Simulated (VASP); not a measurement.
**Rh: single point with PBE+D3(BJ)**

Crystal: Rh.

```xyz
1
Lattice="0.0000 1.8968 1.8968 1.8968 0.0000 1.8968 1.8968 1.8968 0.0000" Properties=species:S:1:pos:R:3 pbc="T T T"
Rh    0.0000    0.0000    0.0000
```

```yaml
Program: VASP 6.6.1
Task: single point
Functional: PBE
Dispersion: D3(BJ)
Potentials_or_basis: VASP PAW PBE potentials, release 64 (Rh_pv)
Cutoff: 520 eV
k_mesh: 18 × 18 × 18
Occupations: gaussian, width 0.1 eV
Spin: no spin polarisation
Dipole_correction: no
Further_INCAR_settings: ALGO = Normal; EDIFF = 1e-07; NBANDS = 14
```

- Pressure: 0.0 GPa
- Dispersion energy per atom: -0.652 eV

Levels at points of the mesh, in eV from the Fermi level:
| k point | band 3 | band 4 | band 5 | band 6 | band 7 | band 8 | band 9 | band 10 | band 11 | band 12 |
| --- | --- | --- | --- | --- | --- | --- | --- | --- | --- | --- |
| (0.00, 0.00, 0.00) | -46.40 | -8.02 | -3.12 | -3.12 | -3.12 | -1.01 | -1.01 | 15.99 | 20.49 | 21.49 |
| (0.50, 0.00, 0.00) | -46.51 | -6.18 | -3.20 | -3.20 | 0.57 | 0.57 | 0.72 | 8.71 | 15.50 | 20.49 |
| (0.50, 0.50, 0.00) | -46.68 | -6.39 | -6.02 | 0.54 | 0.99 | 0.99 | 3.27 | 12.36 | 13.36 | 13.36 |

It took 16 s on 1 thread of Intel Xeon 6975P-C (shared host), peak memory 0.16 GiB.

Caveat: pairwise dispersion overbinds metals, which lowers pressure and volume.
